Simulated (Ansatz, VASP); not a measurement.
## SiGe3: VASP beside Ansatz

INCAR

```
SYSTEM = SiGe3
ALGO = Normal
EDIFF = 1E-6
EDIFFG = -0.04
ENCUT = 600
GGA = PE
IBRION = 2
ISIF = 3
ISMEAR = 0
LASPH = .True.
LCHARG = .False.
LREAL = .False.
LWAVE = .False.
NELM = 80
NSW = 90
PREC = Accurate
SIGMA = 0.1
```

KPOINTS

```
k-points
0
Gamma
  6 6 2
  0 0 0
```

File POSCAR:

```
SiGe3
1.0
    2.9870182400      0.0000000000      0.0000000000
   -1.4935091200      2.5868336800      0.0000000000
    0.0000000000      0.0000000000      9.4538518400
Si Ge
1 3
Direct
    0.6666666700      0.3333333300      0.5000000000
    0.3333333300      0.6666666700      0.7500000000
    0.3333333300      0.6666666700      0.2500000000
    0.6666666700      0.3333333300      0.0000000000
```

Input for Ansatz:

```yaml
crystal:
  lattice:
    - [2.98701824, 0.0, 0.0]
    - [-1.49350912, 2.58683368, 0.0]
    - [0.0, 0.0, 9.45385184]
  atoms:
    - { symbol: Si, position: [0.66666667, 0.33333333, 0.5] }
    - { symbol: Ge, position: [0.33333333, 0.66666667, 0.75] }
    - { symbol: Ge, position: [0.33333333, 0.66666667, 0.25] }
    - { symbol: Ge, position: [0.66666667, 0.33333333, 0.0] }
basis:
  ecutwfc: 420
kpoints:
  mp_grid: { grid: [6, 6, 2] }
hamiltonian:
  xc: pbe
scf:
  occupations: { method: gaussian, width: 0.1 }
  lower_state_search: "off"
output:
  forces: true
  stress: true
  eigenvalues: true
relax:
  adjacent_minimum: "off"
  f_tol: 0.04
  max_steps: 70
  cell: { stress_tol: 0.4 }
```

Alike in both runs: task relaxation of cell and atoms; functional PBE; k mesh 6 × 6 × 2; occupations gaussian, width 0.1 eV; no spin polarisation.

|  | VASP | Ansatz |
| --- | --- | --- |
| version | VASP 6.6.1 | Ansatz 0.2.0 |
| potentials or method | VASP PAW PBE potentials, release 64 (Si, Ge_d), cutoff 600 eV | scalar-relativistic, plane waves, PAW |
| valence electrons in the cell | 46 | 46 |

VASP gave:

* gap on the k mesh at the Fermi level, each at its own relaxed structure (eV): none
* relaxed volume (Å³/atom): 18.06
* relaxed cell length with the largest relative difference (Å): 2.946

Task: What did Ansatz give for the same quantities?

Result: gap on the k mesh at the Fermi level, each at its own relaxed structure (eV): none; relaxed volume (Å³/atom): 18.08; relaxed cell length with the largest relative difference (Å): 2.948.

A gap of «none» marks a metal or a gap that the smearing closes.

The k mesh is coarse, so the values compare programs but aren't converged. Noted on VASP's run: too few bands were computed for a metal, which touches its energy and stress.
